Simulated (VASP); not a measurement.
Here is a VASP 6.6.1 calculation.

INCAR

```
SYSTEM = Mg2CdTe3
PREC     = Accurate       ! precision mode
ENCUT    = 600            ! plane-wave cutoff, eV
EDIFF    = 1E-6           ! SCF threshold, eV
ISMEAR   = 0              ! smearing method
SIGMA    = 0.1            ! smearing width, eV
LREAL    = .FALSE.        ! projectors in reciprocal space
LASPH    = .TRUE.         ! aspherical terms in the spheres
NELM     = 60             ! most SCF steps
ALGO     = Normal         ! electronic algorithm
ISIF     = 3              ! what is computed and relaxed
LWAVE    = .FALSE.        ! write WAVECAR
LCHARG   = .FALSE.        ! write CHGCAR
GGA      = PE             ! functional
IBRION   = 2              ! ionic algorithm
NSW      = 80             ! ionic steps
EDIFFG   = -0.025         ! ionic threshold
```

Contents of KPOINTS:

```
Automatic mesh
0
G
  3 3 1
  0 0 0
```

File POSCAR:

```
Mg2CdTe3
1.0
    4.5928359594     -0.0313918818     -0.0065628370
   -2.3236041468      4.0399851797     -0.0261909164
   -0.0320584652     -0.1662398058     23.0487566232
Mg Cd Te
4 2 6
Direct
    0.3497913537      0.6784182419      0.5003344990
    0.3142279910      0.6603729009      0.9971104976
    0.6548857854      0.3328531387      0.3399999861
    0.6529875959      0.3189611707      0.8329809403
    0.0103686103      0.0140754417      0.1679942724
    0.0088948576     -0.0040017562      0.6654674874
    0.0196802660      0.0176813674      0.0378510615
    0.0004942392     -0.0079560433      0.5383007082
    0.6729735927      0.3541157198      0.2129583690
    0.6700616629      0.3279788039      0.7065046229
    0.3206930469      0.6453019074      0.3744612292
    0.3249409985      0.6621991072      0.8760363264
```

Potentials or basis: VASP PAW PBE potentials, release 64 (Mg, Cd, Te).

Run with:

```console
$ cat potpaw_PBE.64/Mg/POTCAR potpaw_PBE.64/Cd/POTCAR potpaw_PBE.64/Te/POTCAR > POTCAR
$ mpirun -np 1 vasp_std > vasp.out
```

**Question.** Predict the relaxed volume.

**Answer.** 35.31 Å³/atom.

**Question.** What does it give for the band gap on the k mesh?

**Answer.** 1.42 eV.

**Question.** What does it give for the space group after relaxing (to 0.05 Å)?

**Answer.** Cc (No. 9).

Step by step:
```csv
step,energy change (eV),largest force (eV/Å),pressure (GPa),volume (Å³)
1,0.0000,0.6898,0.07,425.96
2,-0.1790,0.4144,-0.18,426.84
3,-0.2019,0.3855,-0.21,427.19
4,-0.2306,0.2173,0.00,424.11
5,-0.2398,0.1464,0.22,421.20
6,-0.2446,0.0896,-0.05,424.45
7,-0.2446,0.0869,-0.07,424.62
8,-0.2467,0.0573,-0.05,424.35
9,-0.2484,0.0655,0.00,423.79
10,-0.2498,0.0420,0.02,423.57
11,-0.2505,0.0669,0.05,423.15
12,-0.2506,0.0564,0.04,423.25
13,-0.2518,0.0348,-0.04,424.32
14,-0.2518,0.0355,-0.12,425.35
15,-0.2519,0.0342,-0.10,424.95
16,-0.2526,0.0305,-0.07,424.54
17,-0.2533,0.0357,0.01,423.53
18,-0.2536,0.0260,0.01,423.59
19,-0.2537,0.0204,0.01,423.66
```

Caveat: the k points lie up to 0.52 Å⁻¹ apart in the final cell; spin-orbit coupling is left out, which moves the levels of the heavy elements.
